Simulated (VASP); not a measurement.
Input of a VASP 6.6.1 run:

INCAR

```
ALGO = Normal ; EDIFF = 1E-6
ENCUT = 520 ; GGA = PS
ISIF = 2 ; ISMEAR = 0
ISPIN = 2 ; LASPH = T
LCHARG = F ; LMAXMIX = 4
LORBIT = 11 ; LREAL = F
LWAVE = F ; MAGMOM = -0.42 1.21 1.21 1.21
NBANDS = 32 ; NELM = 150
PREC = Accurate ; SIGMA = 0.2
```

KPOINTS

```
k-points
0
Gamma
  6 6 6
```

File POSCAR:

```
TiCo3
1.0
    3.6140000000      0.0000000000      0.0000000000
    0.0000000000      3.6140000000      0.0000000000
    0.0000000000      0.0000000000      3.6140000000
Ti Co
1 3
Direct
    0.0000000000      0.0000000000      0.0000000000
    0.0000000000      0.5000000000      0.5000000000
    0.5000000000      0.0000000000      0.5000000000
    0.5000000000      0.5000000000      0.0000000000
```

Potentials or basis: VASP PAW PBE potentials, release 64 (Ti_sv, Co).

Run with:

```bash
$ cat potpaw_PBE.64/Ti_sv/POTCAR potpaw_PBE.64/Co/POTCAR > POTCAR
$ mpirun -np 1 vasp_std > vasp.out
```

What does it give for the net moment?

0.00 μB per cell.

Estimate the pressure.

-15.1 GPa.

Caveat: the PAW data sets were made with another functional, which shifts forces and pressure a little.
